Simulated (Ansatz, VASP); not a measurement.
Two plane-wave programs on SiC

```
CELL_PARAMETERS angstrom
0.00000 2.18985 2.18985
2.18985 0.00000 2.18985
2.18985 2.18985 0.00000
ATOMIC_POSITIONS crystal
Si 0.75000 0.75000 0.75000
C 0.00000 0.00000 0.00000
```

Alike in both runs: functional PBE; k mesh 11 × 11 × 11; no spin polarisation.

Ansatz relaxed the structure, and its values are those at the end. VASP's run is a single point on that final structure, the one shown.

|  | VASP | Ansatz |
| --- | --- | --- |
| version | VASP 6.6.1 | Ansatz 0.2.0 |
| potentials or method | VASP PAW PBE potentials, release 64 (Si, C), cutoff 600 eV | plane-wave PAW DFT |
| occupations | gaussian, width 0.01 eV | fixed |
| valence electrons in the cell | 8 | 8 |

VASP gave:

- pressure (GPa): -0.2

Task: What did Ansatz give for the same quantities?

Result: Pressure (GPa): 0.0.
